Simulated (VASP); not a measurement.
# Ti6HO in VASP: single point with PBEsol

Aim: the single point of Ti6HO with PBEsol.

Program: VASP 6.6.1. These are calculated values, not measurements. Logs are shortened: lines on timing, memory, paths and dates and some standing lists are left out, and cuts for length are marked.

### 1 The cell of the first run

The cell holds a slab with vacuum, 8 atoms: a = 2.868 Å, b = 4.056 Å, c = 27.050 Å, α = 90.00°, β = 90.00°, γ = 90.00°.

### 2 Single point, PBEsol

INCAR reads:

```
SYSTEM = Ti6HO
PREC = Accurate ; ENCUT = 520
EDIFF = 1E-6 ; ISMEAR = 0
SIGMA = 0.1 ; LREAL = .FALSE.
LASPH = .TRUE. ; NELM = 60
ALGO = Normal ; ISIF = 2
LWAVE = .FALSE. ; LCHARG = .FALSE.
LDIPOL = .TRUE. ; IDIPOL = 3
DIPOL = 0.5 0.5 0.488 ; GGA = PS
NBANDS = 50
```

KPOINTS reads:

```
regular mesh
0
G
  10 7 1
  0 0 0
```

POSCAR reads:

```
Ti6HO
1.0
    2.8679135959      0.0000000000      0.0000000000
    0.0000000000      4.0558423031      0.0000000000
    0.0000000000      0.0000000000     27.0497839898
Ti O H
6 1 1
Direct
    0.5000000000      0.5000000000      0.3142354113
    0.0000000000      0.0000000000      0.3672471766
    0.5000000000      0.5000000000      0.4202589418
    0.0344215202     -0.0000266692      0.4804314314
    0.5712861611      0.4999923665      0.5223385756
    0.3018918290      0.0000164155      0.5812058335
    0.3572093928      0.5000267671      0.6006809293
    0.6536008489      0.5000987652      0.6199925163
```

Potentials or basis: VASP PAW PBE potentials, release 64 (Ti_sv, O, H).

Launch:

```console
> cat potpaw_PBE.64/Ti_sv/POTCAR potpaw_PBE.64/O/POTCAR potpaw_PBE.64/H/POTCAR > POTCAR
> mpirun -np 1 vasp_std > vasp.out
```

OUTCAR:

```text
SYSTEM = Ti6HO
   PREC = Accurate
   ENCUT = 520
   EDIFF = 1E-6
   ISMEAR = 0
   LREAL = .FALSE.
   LASPH = .TRUE.
   NELM = 60
   ISIF = 2
   GGA = PS

 ion  position               nearest neighbor table
   1  0.500  0.500  0.314-   2 2.87   2 2.87   2 2.87   2 2.87   3 2.87
   2  0.000  0.000  0.367-   3 2.87   3 2.87   3 2.87   3 2.87   1 2.87   1 2.87   1 2.87   1 2.87

   3  0.500  0.500  0.420-   5 2.77   2 2.87   2 2.87   2 2.87   2 2.87   1 2.87
   4  0.034  1.000  0.480-   5 2.68   5 2.68   5 2.79   5 2.79   6 2.83
   5  0.571  0.500  0.522-   7 2.21   4 2.68   4 2.68   6 2.69   6 2.69   3 2.77   4 2.79   4 2.79

   6  0.302  0.000  0.581-   7 2.10   7 2.10   5 2.69   5 2.69   4 2.83
   7  0.357  0.500  0.601-   8 1.00   6 2.10   6 2.10   5 2.21
   8  0.654  0.500  0.620-   7 1.00

  LATTYP: Found a simple orthorhombic cell.
 ALAT       =     2.8679135959
 B/A-ratio  =     1.4142135624
 C/A-ratio  =     9.4318685293

  Lattice vectors:

 A1 = (   2.8679135959,   0.0000000000,   0.0000000000)
 A2 = (   0.0000000000,   4.0558423031,   0.0000000000)
 A3 = (   0.0000000000,   0.0000000000,  27.0497839898)

Analysis of symmetry for initial positions (statically):
=====================================================================
 Subroutine PRICEL returns:
 Original cell was already a primitive cell.

 Routine SETGRP: Setting up the symmetry group for a
 simple orthorhombic supercell.

 Subroutine GETGRP returns: Found  1 space group operations
 (whereof  1 operations were pure point group operations)
 out of a pool of  8 trial point group operations.

The static configuration has the point symmetry C_1 .

Analysis of symmetry for dynamics (positions and initial velocities):
=====================================================================
 Subroutine PRICEL returns:
 Original cell was already a primitive cell.

 Routine SETGRP: Setting up the symmetry group for a
 simple orthorhombic supercell.

 Subroutine GETGRP returns: Found  1 space group operations
 (whereof  1 operations were pure point group operations)
 out of a pool of  8 trial point group operations.

The dynamic configuration has the point symmetry C_1 .

 Subroutine INISYM returns: Found  1 space group operations
 (whereof  1 operations are pure point group operations),
 and found     1 'primitive' translations

----------------------------------------------------------------------------------------

                                     Primitive cell

  volume of cell :     314.6378

  direct lattice vectors                    reciprocal lattice vectors
     2.867913596  0.000000000  0.000000000     0.348685540  0.000000000  0.000000000
     0.000000000  4.055842303  0.000000000     0.000000000  0.246557910  0.000000000
     0.000000000  0.000000000 27.049783990     0.000000000  0.000000000  0.036968872

  length of vectors
     2.867913596  4.055842303 27.049783990     0.348685540  0.246557910  0.036968872

  position of ions in fractional coordinates (direct lattice)
     0.500000000  0.500000000  0.314235411
     0.000000000  0.000000000  0.367247177
     0.500000000  0.500000000  0.420258942
     0.034421520  0.999973331  0.480431431
     0.571286161  0.499992367  0.522338576
     0.301891829  0.000016415  0.581205834
     0.357209393  0.500026767  0.600680929
     0.653600849  0.500098765  0.619992516

  ion indices of the primitive-cell ions
   primitive index   ion index
                 1           1
                 2           2
                 3           3
                 4           4
                 5           5
                 6           6
                 7           7
                 8           8

----------------------------------------------------------------------------------------

 KPOINTS: regular mesh

Automatic generation of k-mesh.
 Grid dimensions read from file:
 generate k-points for:   10    7    1

 Generating k-lattice:

  Cartesian coordinates                     Fractional coordinates (reciprocal lattice)
     0.034868554  0.000000000  0.000000000     0.100000000  0.000000000  0.000000000
     0.000000000  0.035222559  0.000000000     0.000000000  0.142857143  0.000000000
     0.000000000  0.000000000  0.036968872     0.000000000  0.000000000  1.000000000

  Length of vectors
     0.034868554  0.035222559  0.036968872

  Shift w.r.t. Gamma in fractional coordinates (k-lattice)
     0.000000000  0.000000000  0.000000000

 Subroutine IBZKPT returns following result:
 ===========================================

 Found     36 irreducible k-points:

 Following reciprocal coordinates:
            Coordinates               Weight
  0.000000  0.000000  0.000000      1.000000
  0.100000  0.000000  0.000000      2.000000
  0.200000  0.000000  0.000000      2.000000
  0.300000  0.000000  0.000000      2.000000
  0.400000  0.000000  0.000000      2.000000
  0.500000  0.000000  0.000000      1.000000
[... 16 lines left out ...]
  0.300000 -0.285714  0.000000      2.000000
  0.400000  0.285714  0.000000      2.000000
 [... further k-points ...]
   k-points           NKPTS =     36   k-points in BZ     NKDIM =     36   number of bands    NBANDS=     50
   number of dos      NEDOS =    301   number of ions     NIONS =      8
   total plane-waves  NPLWV = 151200
   dimension x,y,z NGX =    24 NGY =   30 NGZ =  210
   dimension x,y,z NGXF=    48 NGYF=   60 NGZF=  420
   ions per type =               6   1   1
   NGX,Y,Z   is equivalent  to a cutoff of  13.91, 12.30, 12.91 a.u.
   NGXF,Y,Z  is equivalent  to a cutoff of  27.82, 24.59, 25.81 a.u.
 SYSTEM =  Ti6HO
   PREC   = accura    normal or accurate (medium, high low for compatibility)
   ISTART =      0    job   : 0-new  1-cont  2-samecut
   ICHARG =      2    charge: 1-file 2-atom 10-const
   ISPIN  =      1    spin polarized calculation?
   LNONCOLLINEAR =      F non collinear calculations
   LSORBIT =      F    spin-orbit coupling
   LASPH  =      T    aspherical Exc in radial PAW
   ENCUT  =  520.0 eV  38.22 Ry    6.18 a.u.   5.33  7.54 50.29*2*pi/ulx,y,z
   NELM   =     60;   NELMIN=  2; NELMDL= -5     # of ELM steps
   EDIFF  = 0.1E-05   stopping-criterion for ELM
   LREAL  =      F    real-space projection
   EDIFFG = 0.1E-04   stopping-criterion for IOM
   NSW    =      0    number of steps for IOM
   IBRION =     -1    ionic relax: 0-MD 1-quasi-New 2-CG
   NFREE  =      0    steps in history (QN), initial steepest desc. (CG)
   ISIF   =      2    stress and relaxation
   ISYM   =      2    0-nonsym 1-usesym 2-fastsym
   POTIM  = 0.5000    time-step for ionic-motion
   TEBEG  =    0.0;   TEEND  =   0.0 temperature during run
   PSTRESS=    0.0 pullay stress
   NELECT =      79.0000    total number of electrons
   NUPDOWN=      -1.0000    fix difference up-down
   EMIN   =  10.00;   EMAX   =-10.00  energy-range for DOS
   EFERMI =   0.00;   METHOD = LEGACY
   ISMEAR =     0;   SIGMA  =   0.10  broadening in eV -4-tet -1-fermi 0-gaus
   EFERMI_NEDOS =   21; number of points for ismear=-14 and -15
   IALGO  =     38    algorithm
   IMIX   =      4    mixing-type and parameters
     AMIX     =   0.40;   BMIX     =  1.00
     AMIX_MAG =   1.60;   BMIX_MAG =  1.00
  volume/ion in A,a.u.               =      39.33       265.41
  Fermi-wavevector in a.u.,A,eV,Ry     =   1.032794  1.951697 14.512827  1.066663
  Thomas-Fermi vector in A             =   2.167009
   LORBIT       =      0    0 simple, 1 ext, 2 COOP (PROOUT), +10 PAW based schemes
   GGA     = PS    functional components
   LHFCALC =     F    Hartree Fock is set to
   AEXX    =    0.0000 exact exchange contribution
   IVDW    =     0    specifies the selected vdW correction
   LEPSILON=     F    determine dielectric tensor
   LRPA    =     F    only Hartree local field effects (RPA)
 non-spin polarized calculation
 Gauss-broadening in eV      SIGMA  =   0.10
  energy-cutoff  :      520.00
  volume of cell :      314.64
 maximum number of plane-waves:      8521
 NGX is ok and might be reduce to    24
   NGX = 11   NGY = 15   NGZ =101

 dipolmoment           0.000000      0.000000      0.102855 electrons x Angstroem

 number of electron      79.0000011 magnetization

 dipolmoment           0.000000      0.000000     -0.052663 electrons x Angstroem

 Free energy of the ion-electron system (eV)
  ---------------------------------------------------
  ext. energy  EPLUGINS =         0.00000000
  ---------------------------------------------------
  free energy    TOTEN  =       -59.49536402 eV

  energy without entropy =      -59.45206141  energy(sigma->0) =      -59.47371272

 E-fermi :   1.0867     XC(G=0):  -4.9054

 val. band max:        1.0843308192   @ k =   0.5000   0.2857   0.0000
 cond. band min:       1.1088833270   @ k =   0.5000   0.0000   0.0000
 fundamental gap:      0.0245525078
 Fermi energy:         1.0867309339

 k-point     1 :       0.0000    0.0000    0.0000
  band No.  band energies     occupation
      1     -55.6352      2.00000
      2     -55.6201      2.00000
      3     -55.2971      2.00000
      4     -55.2429      2.00000
      5     -55.1757      2.00000
      6     -55.0798      2.00000
[... 42 lines left out ...]
     49       2.9145      0.00000
     50       3.0349      0.00000

 k-point     2 :       0.1000    0.0000    0.0000
  band No.  band energies     occupation
      1     -55.6301      2.00000
      2     -55.6152      2.00000
      3     -55.2894      2.00000
      4     -55.2363      2.00000
      5     -55.1733      2.00000
      6     -55.0790      2.00000
[... 1158 lines left out ...]
 k-point    24 :       0.4000    0.2857    0.0000
  band No.  band energies     occupation
      1     -55.5857      2.00000
      2     -55.5701      2.00000
      3     -55.2086      2.00000
      4     -55.1821      2.00000
      5     -55.1441      2.00000
      6     -55.0962      2.00000
[... 42 lines left out ...]
     49       2.9006      0.00000
     50       3.1136      0.00000

 [... further k-points ...]

------------------------ aborting loop because EDIFF is reached ----------------------------------------

 vacuum level on the upper side and lower side of the slab       (xc-potential included)        -0.656         0.131

  FORCE on cell =-STRESS in cart. coord.  units (eV):
  Direction    XX          YY          ZZ          XY          YZ          ZX
  --------------------------------------------------------------------------------------
  -------------------------------------------------------------------------------------
  Total       -1.8045563     -4.0238657     -1.6905908     -0.0002700     -0.0011625      0.0767084
  in kB       -9.1890388    -20.4900553     -8.6087116     -0.0013751     -0.0059195      0.3906093
  external PRESSURE =     -12.7626019 kB  Pullay stress =       0.0000000 kB

 VOLUME and BASIS-vectors are now :
 -----------------------------------------------------------------------------
  energy-cutoff  :      520.00
  volume of cell :      314.64
      direct lattice vectors                 reciprocal lattice vectors
     2.867913596  0.000000000  0.000000000     0.348685540  0.000000000  0.000000000
     0.000000000  4.055842303  0.000000000     0.000000000  0.246557910  0.000000000
     0.000000000  0.000000000 27.049783990     0.000000000  0.000000000  0.036968872

 POSITION                                       TOTAL-FORCE (eV/Angst)
 -----------------------------------------------------------------------------------
      1.43396      2.02792      8.50000         0.005311      0.000053      0.685387
      0.00000      0.00000      9.93396        -0.026727     -0.000092     -0.228764
      1.43396      2.02792     11.36791         0.021158     -0.000217     -0.440724
      0.09872      4.05573     12.99557         0.004175      0.000696      0.002297
      1.63840      2.02789     14.12915        -0.002429     -0.000032     -0.029924
      0.86580      0.00007     15.72149        -0.013022      0.000086     -0.016217
      1.02445      2.02803     16.24829        -0.089271     -0.000076     -0.038950
      1.87447      2.02832     16.77066         0.100806     -0.000417      0.066895
 -----------------------------------------------------------------------------------
    total drift:                               -0.000078      0.000017      0.001355

  FREE ENERGIE OF THE ION-ELECTRON SYSTEM (eV)
  ---------------------------------------------------
  free  energy   TOTEN  =       -59.4953640231 eV

  energy  without entropy=      -59.4520614127  energy(sigma->0) =      -59.47371272

 vacuum level on the upper side and lower side of the slab         3.387         4.209
```

Run time: 19 min. Hardware: 1 thread of AMD EPYC 9R45 (Zen 5), shared host; peak memory 0.63 GiB.

Results:

| Item | Value |
| --- | --- |
| Free energy | -59.4954 eV |
| Largest force | 0.685 eV/Å |

Forces on the atoms (eV/Å):
```
Ti   0.005  0.000  0.685
Ti  -0.027  0.000 -0.229
Ti   0.021  0.000 -0.441
Ti   0.004  0.001  0.002
Ti  -0.002  0.000 -0.030
Ti  -0.013  0.000 -0.016
O   -0.089  0.000 -0.039
H    0.101  0.000  0.067
```

Caveat: the PAW data sets were made with another functional, which shifts forces and pressure a little; an odd number of electrons without spin polarisation forces a metal; a magnetic or distorted state may lie lower.
